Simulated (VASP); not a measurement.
# CdS (Greenockite) (P6_3mc) in VASP: a series of runs

CdS (Greenockite) is run at these levels: PBE; tasks: single point, relaxation of cell and atoms.

Program: VASP 6.6.1. These are calculated values, not measurements. Logs are shortened: lines on timing, memory, paths and dates and some standing lists are left out, and cuts for length are marked.

**Measured values to compare with.**

“Isotope dependence of band-gap energy”, 2008, arxiv:0807.2152 quotes, for a bulk crystal of CdS: band gap 2.5809 ± 0.0002 eV.

How close the calculation comes is told below.

## 1. The cell of the first run

Symmetry: P6_3mc, No. 186, hexagonal system. Conventional cell: a = 4.197 Å, b = 4.197 Å, c = 6.829 Å, α = 90.00°, β = 90.00°, γ = 120.00°. Within 3.4 Å of Cd (site symmetry 3m) lie 4 S at 2.57 Å. S (site symmetry 3m) has 4 Cd at 2.57 Å within 3.4 Å.

## 2. Single point, PBE

INCAR

```
SYSTEM = CdS
ALGO = Normal
EDIFF = 1E-6
ENCUT = 520
GGA = PE
ISIF = 2
ISMEAR = 0
LASPH = .TRUE.
LCHARG = .FALSE.
LREAL = .FALSE.
LWAVE = .FALSE.
NBANDS = 26
NELM = 100
PREC = Accurate
SIGMA = 0.02
```

KPOINTS

```
k-points
0
G
  9 9 4
  0 0 0
```

POSCAR

```
CdS
1.0
    4.1965610361      0.0000000000      0.0000000000
   -2.0982805180      3.6343284658      0.0000000000
    0.0000000000      0.0000000000      6.8288413438
Cd S
2 2
Direct
    0.3333333333      0.6666666667     -0.0007922000
    0.6666666667      0.3333333333      0.4992078000
    0.3333333333      0.6666666667      0.3757922000
    0.6666666667      0.3333333333      0.8757922000
```

Potentials or basis: VASP PAW PBE potentials, release 64 (Cd, S).

Launch:

```bash
$ cat potpaw_PBE.64/Cd/POTCAR potpaw_PBE.64/S/POTCAR > POTCAR
$ mpirun -np 1 vasp_std > vasp.out
```

OUTCAR:

```text
SYSTEM = CdS
   EDIFF = 1E-6
   ENCUT = 520
   GGA = PE
   ISIF = 2
   ISMEAR = 0
   LASPH = .TRUE.
   LREAL = .FALSE.
   NELM = 100
   PREC = Accurate

 ion  position               nearest neighbor table
   1  0.333  0.667  0.999-   4 2.57   4 2.57   4 2.57   3 2.57
   2  0.667  0.333  0.499-   3 2.57   3 2.57   3 2.57   4 2.57
   3  0.333  0.667  0.376-   2 2.57   2 2.57   2 2.57   1 2.57
   4  0.667  0.333  0.876-   1 2.57   1 2.57   1 2.57   2 2.57

  LATTYP: Found a hexagonal cell.
 ALAT       =     4.1965610361
 C/A-ratio  =     1.6272469970

  Lattice vectors:

 A1 = (   4.1965610361,   0.0000000000,   0.0000000000)
 A2 = (  -2.0982805180,   3.6343284658,   0.0000000000)
 A3 = (   0.0000000000,   0.0000000000,   6.8288413438)

Analysis of symmetry for initial positions (statically):
=====================================================================
 Subroutine PRICEL returns:
 Original cell was already a primitive cell.

 Routine SETGRP: Setting up the symmetry group for a
 hexagonal supercell.

 Subroutine GETGRP returns: Found 12 space group operations
 (whereof  6 operations were pure point group operations)
 out of a pool of 24 trial point group operations.

The static configuration has the point symmetry C_3v.
 The point group associated with its full space group is C_6v.

Analysis of symmetry for dynamics (positions and initial velocities):
=====================================================================
 Subroutine PRICEL returns:
 Original cell was already a primitive cell.

 Routine SETGRP: Setting up the symmetry group for a
 hexagonal supercell.

 Subroutine GETGRP returns: Found 12 space group operations
 (whereof  6 operations were pure point group operations)
 out of a pool of 24 trial point group operations.

The dynamic configuration has the point symmetry C_3v.
 The point group associated with its full space group is C_6v.

 Subroutine INISYM returns: Found 12 space group operations
 (whereof  6 operations are pure point group operations),
 and found     1 'primitive' translations

----------------------------------------------------------------------------------------

                                     Primitive cell

  volume of cell :     104.1513

  direct lattice vectors                    reciprocal lattice vectors
     4.196561036  0.000000000  0.000000000     0.238290350  0.137576998  0.000000000
    -2.098280518  3.634328466  0.000000000     0.000000000  0.275153996  0.000000000
     0.000000000  0.000000000  6.828841344     0.000000000  0.000000000  0.146437726

  length of vectors
     4.196561036  4.196561036  6.828841344     0.275153996  0.275153996  0.146437726

  position of ions in fractional coordinates (direct lattice)
     0.333333333  0.666666667  0.999207800
     0.666666667  0.333333333  0.499207800
     0.333333333  0.666666667  0.375792200
     0.666666667  0.333333333  0.875792200

  ion indices of the primitive-cell ions
   primitive index   ion index
                 1           1
                 2           2
                 3           3
                 4           4

----------------------------------------------------------------------------------------

 KPOINTS: k-points

Automatic generation of k-mesh.
 Grid dimensions read from file:
 generate k-points for:    9    9    4

 Generating k-lattice:

  Cartesian coordinates                     Fractional coordinates (reciprocal lattice)
     0.026476706  0.015286333  0.000000000     0.111111111  0.000000000  0.000000000
     0.000000000  0.030572666  0.000000000     0.000000000  0.111111111  0.000000000
     0.000000000  0.000000000  0.036609432     0.000000000  0.000000000  0.250000000

  Length of vectors
     0.030572666  0.030572666  0.036609432

  Shift w.r.t. Gamma in fractional coordinates (k-lattice)
     0.000000000  0.000000000  0.000000000

 Subroutine IBZKPT returns following result:
 ===========================================

 Found     36 irreducible k-points:

 Following reciprocal coordinates:
            Coordinates               Weight
  0.000000  0.000000  0.000000      1.000000
  0.111111 -0.000000  0.000000      6.000000
  0.222222  0.000000  0.000000      6.000000
  0.333333 -0.000000  0.000000      6.000000
  0.444444  0.000000  0.000000      6.000000
  0.111111  0.111111  0.000000      6.000000
[... 16 lines left out ...]
  0.333333  0.222222  0.250000     24.000000
  0.333333  0.333333  0.250000      4.000000
 [... further k-points ...]
   k-points           NKPTS =     36   k-points in BZ     NKDIM =     36   number of bands    NBANDS=     26
   number of dos      NEDOS =    301   number of ions     NIONS =      4
   total plane-waves  NPLWV =  55296
   dimension x,y,z NGX =    32 NGY =   32 NGZ =   54
   dimension x,y,z NGXF=    64 NGYF=   64 NGZF=  108
   ions per type =               2   2
   NGX,Y,Z   is equivalent  to a cutoff of  12.68, 12.68, 13.15 a.u.
   NGXF,Y,Z  is equivalent  to a cutoff of  25.35, 25.35, 26.29 a.u.
 SYSTEM =  CdS
   PREC   = accura    normal or accurate (medium, high low for compatibility)
   ISTART =      0    job   : 0-new  1-cont  2-samecut
   ICHARG =      2    charge: 1-file 2-atom 10-const
   ISPIN  =      1    spin polarized calculation?
   LNONCOLLINEAR =      F non collinear calculations
   LSORBIT =      F    spin-orbit coupling
   LASPH  =      T    aspherical Exc in radial PAW
   ENCUT  =  520.0 eV  38.22 Ry    6.18 a.u.   7.80  7.80 12.70*2*pi/ulx,y,z
   NELM   =    100;   NELMIN=  2; NELMDL= -5     # of ELM steps
   EDIFF  = 0.1E-05   stopping-criterion for ELM
   LREAL  =      F    real-space projection
   EDIFFG = 0.1E-04   stopping-criterion for IOM
   NSW    =      0    number of steps for IOM
   IBRION =     -1    ionic relax: 0-MD 1-quasi-New 2-CG
   NFREE  =      0    steps in history (QN), initial steepest desc. (CG)
   ISIF   =      2    stress and relaxation
   ISYM   =      2    0-nonsym 1-usesym 2-fastsym
   POTIM  = 0.5000    time-step for ionic-motion
   TEBEG  =    0.0;   TEEND  =   0.0 temperature during run
   PSTRESS=    0.0 pullay stress
   NELECT =      36.0000    total number of electrons
   NUPDOWN=      -1.0000    fix difference up-down
   EMIN   =  10.00;   EMAX   =-10.00  energy-range for DOS
   EFERMI =   0.00;   METHOD = LEGACY
   ISMEAR =     0;   SIGMA  =   0.02  broadening in eV -4-tet -1-fermi 0-gaus
   EFERMI_NEDOS =   21; number of points for ismear=-14 and -15
   IALGO  =     38    algorithm
   IMIX   =      4    mixing-type and parameters
     AMIX     =   0.40;   BMIX     =  1.00
     AMIX_MAG =   1.60;   BMIX_MAG =  1.00
  volume/ion in A,a.u.               =      26.04       175.71
  Fermi-wavevector in a.u.,A,eV,Ry     =   1.148914  2.171132 17.959728  1.320003
  Thomas-Fermi vector in A             =   2.285586
   LORBIT       =      0    0 simple, 1 ext, 2 COOP (PROOUT), +10 PAW based schemes
   GGA     = PE    functional components
   LHFCALC =     F    Hartree Fock is set to
   AEXX    =    0.0000 exact exchange contribution
   IVDW    =     0    specifies the selected vdW correction
   LEPSILON=     F    determine dielectric tensor
   LRPA    =     F    only Hartree local field effects (RPA)
 non-spin polarized calculation
 Gauss-broadening in eV      SIGMA  =   0.02
  energy-cutoff  :      520.00
  volume of cell :      104.15
 maximum number of plane-waves:      2838
 NGX is ok and might be reduce to    32
   NGX = 15   NGY = 15   NGZ = 25

 number of electron      36.0000002 magnetization

 Free energy of the ion-electron system (eV)
  ---------------------------------------------------
  ext. energy  EPLUGINS =         0.00000000
  ---------------------------------------------------
  free energy    TOTEN  =       -12.29950940 eV

  energy without entropy =      -12.29950940  energy(sigma->0) =      -12.29950940

 E-fermi :   1.0075     XC(G=0):  -8.9193

 val. band max:        0.9110328924   @ k =   0.0000   0.0000   0.0000
 cond. band min:       2.0243282189   @ k =   0.0000   0.0000   0.0000
 fundamental gap:      1.1132953265
 Fermi energy:         1.0074772646

 k-point     1 :       0.0000    0.0000    0.0000
  band No.  band energies     occupation
      1     -11.1771      2.00000
      2     -10.7895      2.00000
      3      -6.6367      2.00000
      4      -6.6311      2.00000
      5      -6.6311      2.00000
      6      -6.5569      2.00000
[... 18 lines left out ...]
     25       8.4594      0.00000
     26       8.4635      0.00000

 k-point     2 :       0.1111   -0.0000    0.0000
  band No.  band energies     occupation
      1     -11.1375      2.00000
      2     -10.7719      2.00000
      3      -6.6249      2.00000
      4      -6.6150      2.00000
      5      -6.5987      2.00000
      6      -6.5382      2.00000
[... 18 lines left out ...]
     25       8.3819      0.00000
     26       8.7128      0.00000

 k-point     3 :       0.2222    0.0000    0.0000
  band No.  band energies     occupation
      1     -11.0338      2.00000
      2     -10.7303      2.00000
      3      -6.5905      2.00000
      4      -6.5785      2.00000
      5      -6.5130      2.00000
      6      -6.4778      2.00000
[... 18 lines left out ...]
     25       8.6479      0.00000
     26       9.3889      0.00000

 k-point     4 :       0.3333   -0.0000    0.0000
  band No.  band energies     occupation
      1     -10.9071      2.00000
      2     -10.6911      2.00000
      3      -6.5604      2.00000
      4      -6.5467      2.00000
      5      -6.4328      2.00000
      6      -6.4140      2.00000
[... 18 lines left out ...]
     25       9.2177      0.00000
     26       9.5957      0.00000

 k-point     5 :       0.4444    0.0000    0.0000
  band No.  band energies     occupation
      1     -10.8129      2.00000
      2     -10.6770      2.00000
      3      -6.5470      2.00000
      4      -6.5326      2.00000
      5      -6.3782      2.00000
      6      -6.3746      2.00000
[... 18 lines left out ...]
     25       9.2882      0.00000
     26      10.6151      0.00000

 k-point     6 :       0.1111    0.1111    0.0000
  band No.  band energies     occupation
      1     -11.0658      2.00000
      2     -10.7424      2.00000
      3      -6.5984      2.00000
      4      -6.5907      2.00000
      5      -6.5386      2.00000
      6      -6.5066      2.00000
[... 427 lines left out ...]
 k-point    21 :       0.4444    0.1111    0.2500
  band No.  band energies     occupation
      1     -10.7644      2.00000
      2     -10.6888      2.00000
      3      -6.5321      2.00000
      4      -6.5105      2.00000
      5      -6.4271      2.00000
      6      -6.3903      2.00000
[... 18 lines left out ...]
     25       9.1877      0.00000
     26      10.3451      0.00000

 k-point    22 :       0.2222    0.2222    0.2500
  band No.  band energies     occupation
      1     -10.8182      2.00000
      2     -10.7001      2.00000
      3      -6.5355      2.00000
      4      -6.5130      2.00000
      5      -6.4382      2.00000
      6      -6.4181      2.00000
[... 18 lines left out ...]
     25       8.8314      0.00000
     26       9.8447      0.00000

 k-point    23 :       0.3333    0.2222    0.2500
  band No.  band energies     occupation
      1     -10.7475      2.00000
      2     -10.6885      2.00000
      3      -6.5333      2.00000
      4      -6.4854      2.00000
      5      -6.4263      2.00000
      6      -6.3905      2.00000
[... 18 lines left out ...]
     25       9.4308      0.00000
     26      10.0539      0.00000

 k-point    24 :       0.3333    0.3333    0.2500
  band No.  band energies     occupation
      1     -10.7041      2.00000
      2     -10.7041      2.00000
      3      -6.5372      2.00000
      4      -6.4442      2.00000
      5      -6.4442      2.00000
      6      -6.3831      2.00000
[... 18 lines left out ...]
     25      10.1681      0.00000
     26      10.1883      0.00000

 [... further k-points ...]
[... 5 lines left out ...]
  --------------------------------------------------------------------------------------
  -------------------------------------------------------------------------------------
  Total        0.1835704      0.1835704      0.1845991      0.0000000     -0.0000000      0.0000000
  in kB        2.8238940      2.8238940      2.8397200      0.0000000     -0.0000000      0.0000000
  external PRESSURE =       2.8291694 kB  Pullay stress =       0.0000000 kB

 VOLUME and BASIS-vectors are now :
 -----------------------------------------------------------------------------
  energy-cutoff  :      520.00
  volume of cell :      104.15
      direct lattice vectors                 reciprocal lattice vectors
     4.196561036  0.000000000  0.000000000     0.238290350  0.137576998  0.000000000
    -2.098280518  3.634328466  0.000000000     0.000000000  0.275153996  0.000000000
     0.000000000  0.000000000  6.828841344     0.000000000  0.000000000  0.146437726

 POSITION                                       TOTAL-FORCE (eV/Angst)
 -----------------------------------------------------------------------------------
     -0.00000      2.42289      6.82343        -0.000000     -0.000000      0.000381
      2.09828      1.21144      3.40901         0.000000      0.000000      0.000381
     -0.00000      2.42289      2.56623        -0.000000     -0.000000     -0.000381
      2.09828      1.21144      5.98065         0.000000     -0.000000     -0.000381
 -----------------------------------------------------------------------------------
    total drift:                               -0.000000     -0.000000     -0.000953

  FREE ENERGIE OF THE ION-ELECTRON SYSTEM (eV)
  ---------------------------------------------------
  free  energy   TOTEN  =       -12.2995093975 eV

  energy  without entropy=      -12.2995093975  energy(sigma->0) =      -12.29950940
```

It took 38 s on 1 thread of Intel Xeon 6975P-C (Granite Rapids), shared host; peak memory 0.26 GiB.

Results:

```
Free energy            : -12.2995 eV
Pressure               : 0.3 GPa
Band gap on the k mesh : 1.11 eV, direct
```

## 3. Relaxation of cell and atoms, PBE

This run uses another cell than the first one, of 25.12 Å³/atom, 0.965 times its volume.

INCAR

```
SYSTEM = CdS
ALGO = Normal ; EDIFF = 1E-6
EDIFFG = -0.005 ; ENCUT = 600
GGA = PE ; IBRION = 2
ISIF = 3 ; ISMEAR = 0
LASPH = .True. ; LCHARG = .False.
LREAL = .False. ; LWAVE = .False.
NELM = 100 ; NSW = 100
PREC = Accurate ; SIGMA = 0.02
```

KPOINTS

```
k-points
0
Gamma
  9 9 4
  0 0 0
```

POSCAR

```
CdS
1.0
    4.1500000000      0.0000000000      0.0000000000
   -2.0750000000      3.5940054257      0.0000000000
    0.0000000000      0.0000000000      6.7370000000
Cd S
2 2
Direct
    0.3333333333      0.6666666667      0.0000000000
    0.6666666667      0.3333333333      0.5000000000
    0.3333333333      0.6666666667      0.3750000000
    0.6666666667      0.3333333333      0.8750000000
```

Potentials or basis: VASP PAW PBE potentials, release 64 (Cd, S).

Launch:

```bash
$ cat potpaw_PBE.64/Cd/POTCAR potpaw_PBE.64/S/POTCAR > POTCAR
$ mpirun -np 1 vasp_std > vasp.out
```

Wall time 3.8 min (1 thread of Intel Xeon 6975P-C (Granite Rapids), shared host); peak memory 0.31 GiB.

The run converged. Its results:

```
Free energy                            : -12.2984 eV
Relaxed volume                         : 26.17 Å³/atom
Relaxed cell                           : a = 4.203 Å, b = 4.203 Å, c = 6.842 Å, α = 90.00°, β = 90.00°, γ = 120.00°
Space group after relaxing (to 0.05 Å) : P6_3mc (No. 186)
Energy gained by relaxing              : 7.7 meV/atom
Ionic steps                            : 12
Pressure after relaxing                : 0.0 GPa
Largest force after relaxing           : 0.004 eV/Å
Band gap on the k mesh                 : 1.10 eV, direct
```

Forces on the atoms (eV/Å):
```
Cd   0.000  0.000 -0.004
Cd   0.000  0.000 -0.004
S    0.000  0.000  0.004
S    0.000  0.000  0.004
```

Step by step:
```
step  energy change (eV)  largest force (eV/Å)  pressure (GPa)  volume (Å³)
   1              0.0000                0.0696            2.38       100.48
   2             -0.0279                0.0022           -0.67       106.01
   3             -0.0307                0.0149           -0.01       104.66
   4             -0.0307                0.0159            0.00       104.57
   5             -0.0308                0.0076            0.05       104.56
   6             -0.0308                0.0041            0.05       104.55
   7             -0.0308                0.0004            0.00       104.65
   8             -0.0308                0.0001            0.00       104.64
   9             -0.0308                0.0013           -0.03       104.69
  10             -0.0308                0.0012           -0.02       104.70
  11             -0.0308                0.0021           -0.04       104.72
  12             -0.0308                0.0037            0.00       104.68
```

Final structure:
```cif
data_structure
_symmetry_space_group_name_H-M 'P 1'
_symmetry_Int_Tables_number 1
_cell_length_a 4.2031
_cell_length_b 4.2031
_cell_length_c 6.8420
_cell_angle_alpha 90.000
_cell_angle_beta 90.000
_cell_angle_gamma 120.000
_cell_volume 104.68
loop_
_atom_site_label
_atom_site_type_symbol
_atom_site_fract_x
_atom_site_fract_y
_atom_site_fract_z
_atom_site_occupancy
Cd1 Cd 0.33333 0.66667 0.99931 1
Cd2 Cd 0.66667 0.33333 0.49931 1
S1 S 0.33333 0.66667 0.37569 1
S2 S 0.66667 0.33333 0.87569 1
```

Levels at points of the mesh, in eV from the valence-band top:
```tsv
k point	band 14	band 15	band 16	band 17	band 18	band 19	band 20	band 21	band 22
(0.00, 0.00, 0.00)	-0.69	-0.69	-0.04	0.00	0.00	1.10	2.73	6.48	6.48
(0.00, 0.00, 0.50)	-2.36	-0.36	-0.36	-0.36	-0.36	2.75	2.75	6.13	6.13
```

Expect the measured gap to be larger: semilocal functionals such as PBE lack the derivative discontinuity. PBE usually gives volumes a little too large and moduli too small.

## 4. Single point, PBE (volume scaled by 0.91, then relaxed in part)

INCAR

```
ALGO = Normal
EDIFF = 1E-6
ENCUT = 520
GGA = PE
ISIF = 2
ISMEAR = 0
LASPH = T
LCHARG = F
LREAL = F
LWAVE = F
NBANDS = 26
NELM = 100
PREC = Accurate
SIGMA = 0.02
```

KPOINTS

```
k-points
0
Gamma
  9 9 4
```

POSCAR

```
CdS
1.0
    4.0666863198      0.0000000000      0.0000000000
   -2.0333431599      3.5218536622      0.0000000000
    0.0000000000      0.0000000000      6.6175031017
Cd S
2 2
Direct
    0.3333333333      0.6666666667     -0.0007922000
    0.6666666667      0.3333333333      0.4992078000
    0.3333333333      0.6666666667      0.3757922000
    0.6666666667      0.3333333333      0.8757922000
```

Launch:

```bash
$ cat potpaw_PBE.64/Cd/POTCAR potpaw_PBE.64/S/POTCAR > POTCAR
$ mpirun -np 1 vasp_std > vasp.out
```

Wall time 36 s (1 thread of Intel Xeon 6975P-C (Granite Rapids), shared host); peak memory 0.23 GiB.

Results (log left out):

```yaml
Free_energy: -12.1102 eV
Pressure: 6.7 GPa
Largest_force: 0.009 eV/Å
Band_gap_on_the_k_mesh: 1.34 eV, direct
```

Forces on the atoms (eV/Å):
```
Cd   0.000  0.000  0.009
Cd   0.000  0.000  0.009
S    0.000  0.000 -0.009
S    0.000  0.000 -0.009
```

Levels at points of the mesh, in eV from the valence-band top:
| k point | band 16 | band 17 | band 18 | band 19 | band 20 | band 21 |
| --- | --- | --- | --- | --- | --- | --- |
| (0.00, 0.00, 0.00) | -0.05 | 0.00 | 0.00 | 1.34 | 2.86 | 6.47 |
| (0.00, 0.00, 0.50) | -0.43 | -0.43 | -0.43 | 2.97 | 2.97 | 6.24 |

Caveat: the cell differs from its parent crystal (volume scaled by 0.91, then relaxed in part).

(Part 1 of 2 ends here.)
